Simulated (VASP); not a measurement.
Runs of VASP 6.6.1 on Hg. The structure is that of space group I4/mmm (No. 139), or close to it. The cells are those of the table. 

```tsv
cell	further INCAR settings	gap on the mesh (eV)	pressure (GPa)
a = 3.293, b = 3.293, c = 3.905 Å, angles 53.6, 53.6, 72.7°, 1 atom	ALGO = Fast; EDIFF = 1e-07; NBANDS = 12	none	-1.2
a = 3.516, b = 3.516, c = 3.183 Å, angles 63.1, 63.1, 53.8°, 1 atom	ALGO = Fast; EDIFF = 1e-06; NBANDS = 12	none	(a)
a = 3.595, b = 3.595, c = 3.099 Å, angles 64.5, 64.5, 51.1°, 1 atom	ALGO = Fast; EDIFF = 1e-06; NBANDS = 12	none	-1.3
a = 3.295, b = 3.295, c = 3.675 Å, angles 56.1, 56.1, 67.8°, 1 atom	ALGO = Fast; EDIFF = 1e-07; NBANDS = 12	none	-1.2
a = 3.314, b = 3.314, c = 3.571 Å, angles 57.4, 57.4, 65.2°, 1 atom	ALGO = Fast; EDIFF = 1e-06; NBANDS = 12	none	-1.2
a = 3.445, b = 3.445, c = 3.277 Å, angles 61.6, 61.6, 56.8°, 1 atom	ALGO = Fast; EDIFF = 1e-07; NBANDS = 12	none	-1.3
a = 3.342, b = 3.342, c = 3.478 Å, angles 58.6, 58.6, 62.7°, 1 atom	ALGO = Fast; EDIFF = 1e-06; NBANDS = 12	none	-1.1
a = 3.691, b = 3.691, c = 3.014 Å, angles 65.9, 65.9, 48.2°, 1 atom	ALGO = Fast; EDIFF = 1e-07; NBANDS = 12	none	-0.8
```

Alike in all rows: task single point; level PBE+D3(BJ); potentials or basis VASP PAW PBE potentials, release 64 (Hg); no spin polarisation; k mesh 20 × 20 × 20; cutoff (eV) 520; smearing gaussian 0.15 eV.

Q: Estimate the missing entries.

A: (a) -1.5.

Caveats: spin-orbit coupling is left out, which moves the levels of the heavy elements.

A k mesh can miss the band edges, and the runs leave out spin-orbit coupling on Hg.

A gap of «none» marks levels without a gap at the run's occupations.
